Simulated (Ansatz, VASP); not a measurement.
**W3C in VASP and in Ansatz**

Contents of INCAR:

```
PREC = Accurate
ENCUT = 520
EDIFF = 1E-7
ISMEAR = 0
SIGMA = 0.1
LREAL = False
LASPH = True
NELM = 60
ALGO = Normal
ISIF = 2
LWAVE = False
LCHARG = False
LDIPOL = True
IDIPOL = 3
DIPOL = 0.5 0.5 0.354
GGA = PS
NBANDS = 31
```

KPOINTS

```
Automatic mesh
0
Gamma
  10 10 1
```

POSCAR

```
W3C
1.0
    2.7317561349      0.0000000000      0.0000000000
   -0.9105853783      2.5755243833      0.0000000000
    0.0000000000      0.0000000000     21.3158546942
W C
3 1
Direct
    0.5000000000      0.5000000000      0.1876537468
    0.0000000000      0.0000000000      0.2888907691
    0.5000000000      0.5000000000      0.3901253228
    0.8333333333      0.8333333333      0.5510384107
```

Input for Ansatz:

```yaml
crystal:
  lattice:
    - [2.7317561349, 0.0, 0.0]
    - [-0.9105853783, 2.5755243833, 0.0]
    - [0.0, 0.0, 21.3158546942]
  atoms:
    - { symbol: W, position: [0.5, 0.5, 0.1876537468] }
    - { symbol: W, position: [0.0, 0.0, 0.2888907691] }
    - { symbol: W, position: [0.5, 0.5, 0.3901253228] }
    - { symbol: C, position: [0.8333333333, 0.8333333333, 0.5510384107] }
basis:
  ecutwfc: 420
kpoints:
  mp_grid: { grid: [10, 10, 1] }
hamiltonian:
  xc: pbesol
scf:
  occupations: { method: gaussian, width: 0.1 }
output:
  forces: true
  eigenvalues: true
efield:
  axis: 3
  dipole_correction: true
  ramp_width: 0.04
```

Alike in both runs: task single point; functional PBEsol; k mesh 10 × 10 × 1; occupations gaussian, width 0.1 eV; no spin polarisation.

|  | VASP | Ansatz |
| --- | --- | --- |
| version | VASP 6.6.1 | Ansatz 0.2.0 |
| potentials or method | VASP PAW PBE potentials, release 64 (W_sv, C), cutoff 520 eV | scalar-relativistic, plane waves, PAW |
| valence electrons in the cell | 46 | 46 |

Ansatz gave:

| Item | Value |
| --- | --- |
| gap on the k mesh at the Fermi level (eV) | none |
| rms of the force components (eV/Å) | 0.356 |

Which values does VASP return?

gap on the k mesh at the Fermi level (eV): none; rms of the force components (eV/Å): 0.365.

VASP's potentials were made for PBE, not for PBEsol. Atom by atom the forces differ by 0.016 eV/Å (rms over components). A gap of «none» marks a metal or a gap that the smearing closes.

Spin-orbit coupling is off throughout.
